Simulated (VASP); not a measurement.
# LiGaI2 (P4mm) in VASP: further runs, part 3 of 3

VASP 6.6.1.

**4. Single point, PBE**

This run uses another cell than the first one, of 42.85 Å³/atom, 1.410 times its volume.

INCAR reads:

```
PREC = Accurate
ENCUT = 520
EDIFF = 1E-6
ISMEAR = 0
SIGMA = 0.1
LREAL = False
LASPH = True
NELM = 60
ALGO = Normal
ISIF = 2
LWAVE = False
LCHARG = False
GGA = PE
NBANDS = 23
```

KPOINTS reads:

```
Automatic mesh
0
Gamma
  4 4 4
```

POSCAR reads:

```
LiGaI2
1.0
    5.4633750146      0.0000000000      0.0000000000
    0.0000000000      5.4633750146      0.0000000000
    0.0000000000      0.0000000000      5.7429638104
Li Ga I
1 1 2
Direct
    0.0000000000      0.0000000000      0.6419365016
    0.0000000000      0.0000000000      0.1439381359
    0.5000000000      0.0000000000      0.4244769662
    0.0000000000      0.5000000000      0.4244769662
```

Potentials or basis: VASP PAW PBE potentials, release 64 (Li_sv, Ga_d, I).

On the command line:

```console
$ cat potpaw_PBE.64/Li_sv/POTCAR potpaw_PBE.64/Ga_d/POTCAR potpaw_PBE.64/I/POTCAR > POTCAR
$ mpirun -np 1 vasp_std > vasp.out
```

OUTCAR:

```text
PREC = Accurate
   ENCUT = 520
   EDIFF = 1E-6
   ISMEAR = 0
   LREAL = False
   LASPH = True
   NELM = 60
   ISIF = 2
   GGA = PE

 ion  position               nearest neighbor table
   1  0.000  0.000  0.642-   3 3.00   4 3.00   4 3.00   3 3.00
   2  0.000  0.000  0.144-   3 3.17   4 3.17   4 3.17   3 3.17
   3  0.500  0.000  0.424-   1 3.00   1 3.00   2 3.17   2 3.17
   4  0.000  0.500  0.424-   1 3.00   1 3.00   2 3.17   2 3.17

  LATTYP: Found a simple tetragonal cell.
 ALAT       =     5.4633750146
 C/A-ratio  =     1.0511751061

  Lattice vectors:

 A1 = (   5.4633750146,   0.0000000000,   0.0000000000)
 A2 = (   0.0000000000,   5.4633750146,   0.0000000000)
 A3 = (   0.0000000000,   0.0000000000,   5.7429638104)

Analysis of symmetry for initial positions (statically):
=====================================================================
 Subroutine PRICEL returns:
 Original cell was already a primitive cell.
[... 163 lines left out ...]
  ---------------------------------------------------
  free energy    TOTEN  =        -9.69233268 eV

  energy without entropy =       -9.69125498  energy(sigma->0) =       -9.69179383

 E-fermi :   1.1339     XC(G=0):  -6.7175

 val. band max:        1.0053507688   @ k =   0.5000   0.5000   0.5000
 cond. band min:       1.2194092626   @ k =   0.0000   0.0000   0.0000
 fundamental gap:      0.2140584938
 Fermi energy:         1.1338777301

 k-point     1 :       0.0000    0.0000    0.0000
  band No.  band energies     occupation
      1     -46.2296      2.00000
      2     -14.1680      2.00000
      3     -14.1568      2.00000
      4     -14.1568      2.00000
      5     -14.1518      2.00000
      6     -14.1383      2.00000
[... 457 lines left out ...]
     22       6.9970      0.00000
     23       7.4848      0.00000

------------------------ aborting loop because EDIFF is reached ----------------------------------------

  FORCE on cell =-STRESS in cart. coord.  units (eV):
  Direction    XX          YY          ZZ          XY          YZ          ZX
  --------------------------------------------------------------------------------------
  -------------------------------------------------------------------------------------
  Total        0.0948611      0.0948611     -0.0266727      0.0000000      0.0000000      0.0000000
  in kB        0.8866268      0.8866268     -0.2492985      0.0000000      0.0000000      0.0000000
  external PRESSURE =       0.5079850 kB  Pullay stress =       0.0000000 kB

 VOLUME and BASIS-vectors are now :
 -----------------------------------------------------------------------------
  energy-cutoff  :      520.00
  volume of cell :      171.42
      direct lattice vectors                 reciprocal lattice vectors
     5.463375015  0.000000000  0.000000000     0.183037042  0.000000000  0.000000000
     0.000000000  5.463375015  0.000000000     0.000000000  0.183037042  0.000000000
     0.000000000  0.000000000  5.742963810     0.000000000  0.000000000  0.174126119

 POSITION                                       TOTAL-FORCE (eV/Angst)
 -----------------------------------------------------------------------------------
      0.00000      0.00000      3.68662         0.000000      0.000000     -0.007485
      0.00000      0.00000      0.82663         0.000000     -0.000000      0.028761
      2.73169      0.00000      2.43776         0.000000      0.000000     -0.010638
      0.00000      2.73169      2.43776        -0.000000      0.000000     -0.010638
 -----------------------------------------------------------------------------------
    total drift:                               -0.000000     -0.000000      0.001819

  FREE ENERGIE OF THE ION-ELECTRON SYSTEM (eV)
  ---------------------------------------------------
  free  energy   TOTEN  =        -9.6923326838 eV

  energy  without entropy=       -9.6912549823  energy(sigma->0) =       -9.69179383
```

It took 39 s on 1 thread of Intel Xeon 6975P-C (Granite Rapids), shared host; peak memory 0.31 GiB.

What came out:

| Item | Value |
| --- | --- |
| Free energy | -9.6923 eV |
| Largest force | 0.029 eV/Å |
| Band gap on the k mesh | 0.21 eV, indirect (least direct gap 1.02 eV) |

Forces in eV/Å, atoms in the order of the input:
```
Li   0.000  0.000 -0.007
Ga   0.000  0.000  0.029
I    0.000  0.000 -0.011
I    0.000  0.000 -0.011
```

Caveat: the cutoff is under 1.25 times the usual one of these potentials, so pressure, stress and relaxed cells hold a basis-set (Pulay) error; spin-orbit coupling is left out, which moves the levels of the heavy elements. A k mesh can miss the band edges.

**5. Relaxation of cell and atoms, PBE**

This run uses another cell than the first one, of 42.85 Å³/atom, 1.410 times its volume.

INCAR reads:

```
  PREC = Accurate
  ENCUT = 600
  EDIFF = 1E-7
  ISMEAR = 0
  SIGMA = 0.1
  LREAL = F
  LASPH = T
  NELM = 60
  ALGO = Normal
  ISIF = 3
  LWAVE = F
  LCHARG = F
  GGA = PE
  IBRION = 2
  NSW = 90
  EDIFFG = -0.04
```

KPOINTS is that of step 4.

POSCAR is that of step 4.

On the command line:

```console
$ cat potpaw_PBE.64/Li_sv/POTCAR potpaw_PBE.64/Ga_d/POTCAR potpaw_PBE.64/I/POTCAR > POTCAR
$ mpirun -np 1 vasp_std > vasp.out
```

Wall time 45 s (1 thread of Intel Xeon 6975P-C (Granite Rapids), shared host); peak memory 0.36 GiB.

Results (log left out):

* Free energy: -9.6917 eV
* Pressure after relaxing: 0.0 GPa
* Largest force after relaxing: 0.028 eV/Å
* Band gap on the k mesh: 0.21 eV, indirect (least direct gap 1.02 eV)

Forces on the atoms (eV/Å):
```
Li   0.000  0.000 -0.007
Ga   0.000  0.000  0.028
I    0.000  0.000 -0.010
I    0.000  0.000 -0.010
```

Stress tensor (GPa, compression positive):
```
 0.07  0.00  0.00
 0.00  0.07  0.00
 0.00  0.00 -0.04
```

Final structure:
```
Li Ga I
1.0
     5.46338    0.00000    0.00000
     0.00000    5.46338    0.00000
     0.00000    0.00000    5.74296
Li Ga I
1 1 2
Direct
  0.00000 0.00000 0.64194
  0.00000 0.00000 0.14394
  0.50000 0.00000 0.42448
  0.00000 0.50000 0.42448
```

Levels at points of the mesh, in eV from the valence-band top:
```csv
k point,band 12,band 13,band 14,band 15,band 16,band 17,band 18,band 19
"(0.00, 0.00, 0.00)",-2.14,-1.52,-0.81,-0.81,0.21,3.07,3.07,4.43
"(0.50, 0.00, 0.00)",-2.29,-1.81,-1.68,-1.55,1.47,2.11,3.19,4.89
"(0.50, 0.50, 0.00)",-2.25,-2.25,-0.91,-0.01,1.38,1.97,1.97,5.55
"(0.00, 0.00, 0.50)",-1.79,-1.69,-0.79,-0.79,0.42,2.11,2.11,4.83
"(0.50, 0.00, 0.50)",-2.64,-1.76,-1.66,-1.22,2.09,2.29,3.21,4.96
"(0.50, 0.50, 0.50)",-2.57,-2.57,-0.90,0.00,3.02,3.09,3.09,4.22
```

Caveat: the cutoff is under 1.25 times the usual one of these potentials, so pressure, stress and relaxed cells hold a basis-set (Pulay) error; the relaxation stopped at its first step, so nothing moved; spin-orbit coupling is left out, which moves the levels of the heavy elements.

**6. Single point, PBE**

This run uses another cell than the first one, of 43.03 Å³/atom, 1.416 times its volume.

INCAR reads:

```
ALGO     = Normal         # electronic algorithm
EDIFF    = 1E-7           # SCF threshold, eV
ENCUT    = 520            # plane-wave cutoff, eV
GGA      = PE             # functional
ISIF     = 2              # what is computed and relaxed
ISMEAR   = 0              # smearing method
LASPH    = True           # aspherical terms in the spheres
LCHARG   = False          # write CHGCAR
LREAL    = False          # projectors in reciprocal space
LWAVE    = False          # write WAVECAR
NBANDS   = 23             # bands
NELM     = 100            # most SCF steps
PREC     = Accurate       # precision mode
SIGMA    = 0.01           # smearing width, eV
```

KPOINTS reads:

```
k-points
0
Gamma
  8 8 6
```

POSCAR reads:

```
LiGaI2
1.0
    5.4757255813      0.0000000000      0.0000000000
    0.0000000000      5.4757255813      0.0000000000
    0.0000000000      0.0000000000      5.7407567139
Li Ga I
1 1 2
Direct
    0.0000000000      0.0000000000      0.6418037704
    0.0000000000      0.0000000000      0.1455332650
    0.5000000000      0.0000000000      0.4237457673
    0.0000000000      0.5000000000      0.4237457673
```

Potentials or basis: VASP PAW PBE potentials, release 64 (Li_sv, Ga_d, I).

On the command line:

```console
$ cat potpaw_PBE.64/Li_sv/POTCAR potpaw_PBE.64/Ga_d/POTCAR potpaw_PBE.64/I/POTCAR > POTCAR
$ mpirun -np 1 vasp_std > vasp.out
```

Run time: 2.1 min. Hardware: 1 thread of Intel Xeon 6975P-C (Granite Rapids), shared host; peak memory 0.42 GiB.

It converged, with:

| Quantity | Value |
| --- | --- |
| Free energy | -9.6936 eV |
| Largest force | 0.009 eV/Å |
| Band gap on the k mesh | 0.21 eV, indirect (least direct gap 1.02 eV) |

Forces on the atoms (eV/Å):
```
Li   0.000  0.000  0.007
Ga   0.000  0.000 -0.009
I    0.000  0.000  0.001
I    0.000  0.000  0.001
```

Levels at points of the mesh, in eV from the valence-band top:
```tsv
k point	band 11	band 12	band 13	band 14	band 15	band 16	band 17	band 18	band 19	band 20
(0.00, 0.00, 0.00)	-3.57	-2.11	-1.50	-0.80	-0.80	0.21	3.10	3.10	4.43	5.28
(0.50, 0.00, 0.00)	-2.40	-2.27	-1.79	-1.66	-1.52	1.47	2.14	3.22	4.86	5.23
(0.50, 0.50, 0.00)	-2.30	-2.22	-2.22	-0.91	-0.01	1.40	1.99	1.99	5.47	5.70
(0.00, 0.00, 0.50)	-3.50	-1.79	-1.68	-0.78	-0.78	0.44	2.14	2.14	4.86	5.80
(0.50, 0.00, 0.50)	-2.87	-2.61	-1.74	-1.64	-1.20	2.09	2.32	3.22	4.96	5.69
(0.50, 0.50, 0.50)	-2.85	-2.55	-2.55	-0.90	0.00	3.03	3.10	3.10	4.25	5.13
```

Caveat: the cutoff is under 1.25 times the usual one of these potentials, so pressure, stress and relaxed cells hold a basis-set (Pulay) error; spin-orbit coupling is left out, which moves the levels of the heavy elements.

**7. The runs side by side**

```csv
task,cell,k mesh,cutoff (eV),smearing,gap on the mesh (eV),largest force (eV/Å)
single point,"a = 3.860, b = 3.860, c = 8.158 Å, 4 atoms",4 × 4 × 2,520,gaussian 0.1 eV,none,1.49
single point,"a = 5.463, b = 5.463, c = 5.743 Å, 4 atoms",4 × 4 × 2,520,gaussian 0.1 eV,0.22,0.03
single point,"a = 5.463, b = 5.463, c = 5.743 Å, 4 atoms",4 × 4 × 4,520,gaussian 0.1 eV,0.21,0.03
relaxation of cell and atoms,"relaxed from a = 5.463, b = 5.463, c = 5.743 Å, 4 atoms",4 × 4 × 4,600,gaussian 0.1 eV,0.21,0.03
single point,"a = 5.476, b = 5.476, c = 5.741 Å, 4 atoms",8 × 8 × 6,520,gaussian 0.01 eV,0.21,0.01
```

Alike in all rows: level PBE; potentials or basis VASP PAW PBE potentials, release 64 (Li_sv, Ga_d, I); no spin polarisation.

Caveats: some runs use coarse meshes; the cutoff is under 1.25 times the usual one of these potentials, so pressure, stress and relaxed cells hold a basis-set (Pulay) error; spin-orbit coupling is left out, which moves the levels of the heavy elements; forces of over 1 eV/Å act on the atoms, so gaps and moduli don't describe the material at rest (some runs); the relaxation stopped at its first step, so nothing moved (some runs).

Absolute energies hang on the potentials; compare differences alone.
